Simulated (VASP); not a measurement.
# V (Pm-3n) in VASP: a series of runs

V is run at these levels: LDA; tasks: single point, relaxation of cell and atoms.

Program: VASP 6.6.1. These are calculated values, not measurements. Logs are shortened: lines on timing, memory, paths and dates and some standing lists are left out, and cuts for length are marked.

## Step 1: The cell of the first run

The structure is cubic, space group Pm-3n (No. 223). Conventional cell: a = 4.678 Å, b = 4.678 Å, c = 4.678 Å, α = 90.00°, β = 90.00°, γ = 90.00°. V (site symmetry m-3) has 12 V at 2.62 Å within 3.4 Å. Within 3.1 Å of V (site symmetry -4m2) lie 14 V at 2.34 to 2.86 Å.

## Step 2: Single point, LDA

Input file INCAR:

```
SYSTEM = V
  ALGO = Normal
  EDIFF = 1E-6
  ENCUT = 500
  GGA_COMPAT = .FALSE.
  ISIF = 2
  ISMEAR = -1
  LASPH = .TRUE.
  LCHARG = .FALSE.
  LREAL = .FALSE.
  LWAVE = .FALSE.
  NBANDS = 62
  NELM = 120
  PREC = Accurate
  SIGMA = 0.1
```

Input file KPOINTS:

```
k-points
0
G
  5 5 5
  0 0 0
```

Input file POSCAR:

```
V
1.0
    4.6784056987      0.0000000000      0.0000000000
    0.0000000000      4.6784056987      0.0000000000
    0.0000000000      0.0000000000      4.6784056987
V
8
Direct
    1.0000000000      0.0000000000      0.0000000000
    0.5000000000      0.5000000000      0.5000000000
    0.2500000000      1.0000000000      0.5000000000
    0.7500000000      1.0000000000      0.5000000000
    0.5000000000      0.2500000000      1.0000000000
    0.5000000000      0.7500000000      0.0000000000
    0.0000000000      0.5000000000      0.2500000000
    0.0000000000      0.5000000000      0.7500000000
```

Potentials or basis: VASP PAW LDA potentials, release 64 (V_sv).

Started as:

```console
$ cat potpaw_LDA.64/V_sv/POTCAR > POTCAR
$ mpirun -np 1 vasp_std > vasp.out
```

OUTCAR:

```text
SYSTEM = V
   EDIFF = 1E-6
   ENCUT = 500
   ISIF = 2
   ISMEAR = -1
   LASPH = .TRUE.
   LREAL = .FALSE.
   NELM = 120
   PREC = Accurate

 ion  position               nearest neighbor table
   1  0.000  0.000  0.000-   3 2.62   4 2.62   5 2.62   6 2.62   7 2.62   8 2.62   3 2.62   4 2.62
                             7 2.62   8 2.62   5 2.62   6 2.62
   2  0.500  0.500  0.500-   3 2.62   4 2.62   5 2.62   6 2.62   7 2.62   8 2.62   5 2.62   6 2.62
                             3 2.62   4 2.62   7 2.62   8 2.62
   3  0.250  0.000  0.500-   4 2.34   4 2.34   1 2.62   1 2.62   2 2.62   2 2.62   8 2.86   5 2.86
                             5 2.86   6 2.86   6 2.86   7 2.86   8 2.86   7 2.86
   4  0.750  0.000  0.500-   3 2.34   3 2.34   1 2.62   1 2.62   2 2.62   2 2.62   8 2.86   5 2.86
                             5 2.86   6 2.86   6 2.86   7 2.86   8 2.86   7 2.86
   5  0.500  0.250  0.000-   6 2.34   6 2.34   1 2.62   2 2.62   2 2.62   1 2.62   8 2.86   4 2.86
                             3 2.86   4 2.86   3 2.86   7 2.86   7 2.86   8 2.86
   6  0.500  0.750  0.000-   5 2.34   5 2.34   1 2.62   2 2.62   2 2.62   1 2.62   8 2.86   4 2.86
                             3 2.86   4 2.86   3 2.86   7 2.86   7 2.86   8 2.86
   7  0.000  0.500  0.250-   8 2.34   8 2.34   1 2.62   2 2.62   1 2.62   2 2.62   3 2.86   4 2.86
                             5 2.86   3 2.86   4 2.86   6 2.86   5 2.86   6 2.86
   8  0.000  0.500  0.750-   7 2.34   7 2.34   1 2.62   2 2.62   1 2.62   2 2.62   3 2.86   4 2.86
                             5 2.86   3 2.86   4 2.86   6 2.86   5 2.86   6 2.86

  LATTYP: Found a simple cubic cell.
 ALAT       =     4.6784056987

  Lattice vectors:

 A1 = (   4.6784056987,   0.0000000000,   0.0000000000)
 A2 = (   0.0000000000,   4.6784056987,   0.0000000000)
 A3 = (   0.0000000000,   0.0000000000,   4.6784056987)

Analysis of symmetry for initial positions (statically):
=====================================================================
 Subroutine PRICEL returns:
 Original cell was already a primitive cell.

 Routine SETGRP: Setting up the symmetry group for a
 simple cubic supercell.

 Subroutine GETGRP returns: Found 48 space group operations
 (whereof 24 operations were pure point group operations)
 out of a pool of 48 trial point group operations.

The static configuration has the point symmetry T_h .
 The point group associated with its full space group is O_h .

Analysis of symmetry for dynamics (positions and initial velocities):
=====================================================================
 Subroutine PRICEL returns:
 Original cell was already a primitive cell.

 Routine SETGRP: Setting up the symmetry group for a
 simple cubic supercell.

 Subroutine GETGRP returns: Found 48 space group operations
 (whereof 24 operations were pure point group operations)
[... 112 lines left out ...]
   NUPDOWN=      -1.0000    fix difference up-down
   EMIN   =  10.00;   EMAX   =-10.00  energy-range for DOS
   EFERMI =   0.00;   METHOD = LEGACY
   ISMEAR =    -1;   SIGMA  =   0.10  broadening in eV -4-tet -1-fermi 0-gaus
   EFERMI_NEDOS =   21; number of points for ismear=-14 and -15
   IALGO  =     38    algorithm
   IMIX   =      4    mixing-type and parameters
     AMIX     =   0.40;   BMIX     =  1.00
     AMIX_MAG =   1.60;   BMIX_MAG =  1.00
  volume/ion in A,a.u.               =      12.80        86.38
  Fermi-wavevector in a.u.,A,eV,Ry     =   1.645589  3.109712 36.844079  2.707963
  Thomas-Fermi vector in A             =   2.735361
   LORBIT       =      0    0 simple, 1 ext, 2 COOP (PROOUT), +10 PAW based schemes
   GGA     = CA    functional components
   LHFCALC =     F    Hartree Fock is set to
   AEXX    =    0.0000 exact exchange contribution
   IVDW    =     0    specifies the selected vdW correction
   LEPSILON=     F    determine dielectric tensor
   LRPA    =     F    only Hartree local field effects (RPA)
 non-spin polarized calculation
  energy-cutoff  :      500.00
  volume of cell :      102.40
 maximum number of plane-waves:      2620
 NGX is ok and might be reduce to    36
   NGX = 17   NGY = 17   NGZ = 17

 number of electron     104.0000077 magnetization

 Free energy of the ion-electron system (eV)
  ---------------------------------------------------
  ext. energy  EPLUGINS =         0.00000000
  ---------------------------------------------------
  free energy    TOTEN  =       -79.25446840 eV

  energy without entropy =      -78.88998899  energy(sigma->0) =      -79.07222870

 E-fermi :  10.1529     XC(G=0): -13.5060

 val. band max:       10.1186324904   @ k =   0.0000   0.0000   0.0000
 cond. band min:      10.1547002584   @ k =   0.2000   0.0000   0.0000
 fundamental gap:      0.0360677680
 Fermi energy:        10.1528997948

 k-point     1 :       0.0000    0.0000    0.0000
  band No.  band energies     occupation
      1     -52.8711      2.00000
      2     -52.6947      2.00000
      3     -52.6947      2.00000
      4     -52.6478      2.00000
      5     -52.5569      2.00000
      6     -52.4588      2.00000
[... 639 lines left out ...]
     61      12.5761      0.00000
     62      12.5866      0.00000

------------------------ aborting loop because EDIFF is reached ----------------------------------------

  FORCE on cell =-STRESS in cart. coord.  units (eV):
  Direction    XX          YY          ZZ          XY          YZ          ZX
  --------------------------------------------------------------------------------------
  -------------------------------------------------------------------------------------
  Total        0.3286424      0.3286424      0.3286424      0.0000000      0.0000000      0.0000000
  in kB        5.1421000      5.1421000      5.1421000      0.0000000      0.0000000      0.0000000
  external PRESSURE =       5.1421000 kB  Pullay stress =       0.0000000 kB

 VOLUME and BASIS-vectors are now :
 -----------------------------------------------------------------------------
  energy-cutoff  :      500.00
  volume of cell :      102.40
      direct lattice vectors                 reciprocal lattice vectors
     4.678405699  0.000000000  0.000000000     0.213748030  0.000000000  0.000000000
     0.000000000  4.678405699  0.000000000     0.000000000  0.213748030  0.000000000
     0.000000000  0.000000000  4.678405699     0.000000000  0.000000000  0.213748030

 POSITION                                       TOTAL-FORCE (eV/Angst)
 -----------------------------------------------------------------------------------
      0.00000      0.00000      0.00000         0.000000      0.000000      0.000000
      2.33920      2.33920      2.33920         0.000000      0.000000      0.000000
      1.16960      0.00000      2.33920        -0.000000     -0.000000      0.000000
      3.50880      0.00000      2.33920         0.000000     -0.000000     -0.000000
      2.33920      1.16960      0.00000        -0.000000     -0.000000      0.000000
      2.33920      3.50880      0.00000        -0.000000      0.000000     -0.000000
      0.00000      2.33920      1.16960         0.000000      0.000000     -0.000000
      0.00000      2.33920      3.50880         0.000000     -0.000000      0.000000
 -----------------------------------------------------------------------------------
    total drift:                                0.000000      0.000000     -0.000000

  FREE ENERGIE OF THE ION-ELECTRON SYSTEM (eV)
  ---------------------------------------------------
  free  energy   TOTEN  =       -79.2544684035 eV

  energy  without entropy=      -78.8899889913  energy(sigma->0) =      -79.07222870
```

OSZICAR:

```text
N       E                     dE             d eps       ncg     rms          rms(c)
DAV:   1     0.170178538234E+04    0.17018E+04   -0.58811E+04  1240   0.195E+03
DAV:   2     0.118914930965E+02   -0.16899E+04   -0.16633E+04  1240   0.677E+02
DAV:   3    -0.867325835239E+02   -0.98624E+02   -0.95672E+02  1642   0.181E+02
DAV:   4    -0.900194132357E+02   -0.32868E+01   -0.32396E+01  1528   0.293E+01
DAV:   5    -0.900775397597E+02   -0.58127E-01   -0.57930E-01  1488   0.422E+00    0.571E+01
DAV:   6    -0.797989944166E+02    0.10279E+02   -0.51180E+01  1328   0.447E+01    0.898E+00
DAV:   7    -0.828666380426E+02   -0.30676E+01   -0.33742E+01  1632   0.349E+01    0.166E+01
DAV:   8    -0.793102761068E+02    0.35564E+01   -0.12618E+01  1580   0.147E+01    0.293E+00
DAV:   9    -0.792602391146E+02    0.50037E-01   -0.45093E-01  1648   0.401E+00    0.976E-01
DAV:  10    -0.792546491859E+02    0.55899E-02   -0.68673E-02  1588   0.199E+00    0.277E-01
DAV:  11    -0.792547048435E+02   -0.55658E-04   -0.76422E-03  1608   0.657E-01    0.196E-01
DAV:  12    -0.792544877985E+02    0.21705E-03   -0.88291E-04  1618   0.227E-01    0.669E-02
DAV:  13    -0.792544735505E+02    0.14248E-04   -0.98028E-05  1592   0.624E-02    0.318E-02
DAV:  14    -0.792544679547E+02    0.55958E-05   -0.37666E-05  1308   0.387E-02    0.340E-03
DAV:  15    -0.792544684035E+02   -0.44886E-06   -0.47755E-06  1168   0.169E-02
   1 F= -.79254468E+02 E0= -.79072229E+02  d E =-.364479E+00
```

stdout:

```text
POSCAR found type information on POSCAR V
 POSCAR found :  1 types and       8 ions
 scaLAPACK will be used
 LDA part: xc-table for (Slater(with rela. corr.)+CA(PZ))
 , standard interpolation
 POSCAR, INCAR and KPOINTS ok, starting setup
 FFT: planning ... GRIDC
 FFT: planning ... GRID_SOFT
 FFT: planning ... GRID
 WAVECAR not read
 entering main loop
```

It took 64 s on 1 thread of Intel Xeon 8259CL, shared host; peak memory 0.19 GiB.

Results:

```yaml
Free_energy: -79.2545 eV
Pressure: 0.5 GPa
Band_gap_on_the_k_mesh: zero (bands 52 and 53 overlap by 0.16 eV)
```

## Step 3: Relaxation of cell and atoms, LDA

This run uses another cell than the first one, of 13.83 Å³/atom.

Input file INCAR:

```
PREC = Accurate ; ENCUT = 500
EDIFF = 1E-7 ; ISMEAR = -1
SIGMA = 0.1 ; LREAL = False
LASPH = True ; NELM = 120
ALGO = Normal ; ISIF = 3
LWAVE = False ; LCHARG = False
GGA = CA ; IBRION = 2
NSW = 80 ; EDIFFG = -0.01
GGA_COMPAT = False ; NELMIN = 4
```

Input file KPOINTS:

```
Automatic mesh
0
Gamma
  5 5 5
```

Input file POSCAR:

```
V
1.0
    4.8003007812      0.0000000000      0.0000000000
    0.0000000000      4.8003007812      0.0000000000
    0.0000000000      0.0000000000      4.8003007812
V
8
Direct
    0.0000000000      0.0000000000      0.0000000000
    0.5000000000      0.5000000000      0.5000000000
    0.2500000000      0.0000000000      0.5000000000
    0.7500000000      0.0000000000      0.5000000000
    0.5000000000      0.2500000000      0.0000000000
    0.5000000000      0.7500000000      0.0000000000
    0.0000000000      0.5000000000      0.2500000000
    0.0000000000      0.5000000000      0.7500000000
```

Potentials or basis: VASP PAW LDA potentials, release 64 (V_sv).

Started as:

```console
$ cat potpaw_LDA.64/V_sv/POTCAR > POTCAR
$ mpirun -np 1 vasp_std > vasp.out
```

It took 3.6 min on 1 thread of Intel Xeon 8259CL, shared host; peak memory 0.19 GiB.

The run converged. Its results:

```yaml
Free_energy: -79.2608 eV
Relaxed_volume: 12.84 Å³/atom
Relaxed_cell: a = 4.683 Å, b = 4.683 Å, c = 4.683 Å, α = 90.00°, β = 90.00°, γ = 90.00°
Space_group_after_relaxing_to_0.1_Å: Pm-3n (No. 223)
Energy_gained_by_relaxing: 44.4 meV/atom
Ionic_steps: 4
Pressure_after_relaxing: 0.0 GPa
Band_gap_on_the_k_mesh: zero (bands 52 and 53 overlap by 0.16 eV)
```

Step by step:
```csv
step,energy change (eV),largest force (eV/Å),pressure (GPa),volume (Å³)
1,0.0000,0.0000,-13.56,110.61
2,0.3570,0.0000,25.18,92.92
3,-0.3549,0.0000,-0.41,102.89
4,-0.3551,0.0000,-0.04,102.71
```

Final structure:
```
CELL_PARAMETERS angstrom
4.68315 0.00000 0.00000
0.00000 4.68315 0.00000
0.00000 0.00000 4.68315
ATOMIC_POSITIONS crystal
V 0.00000 0.00000 0.00000
V 0.50000 0.50000 0.50000
V 0.25000 0.00000 0.50000
V 0.75000 0.00000 0.50000
V 0.50000 0.25000 0.00000
V 0.50000 0.75000 0.00000
V 0.00000 0.50000 0.25000
V 0.00000 0.50000 0.75000
```

Levels at points of the mesh, in eV from the Fermi level:
| k point | band 50 | band 51 | band 52 | band 53 | band 54 | band 55 |
| --- | --- | --- | --- | --- | --- | --- |
| (0.00, 0.00, 0.00) | -0.52 | -0.52 | -0.52 | -0.03 | -0.03 | 0.60 |

The gap in the log of VASP goes by the Fermi energy; the results here count the filled bands.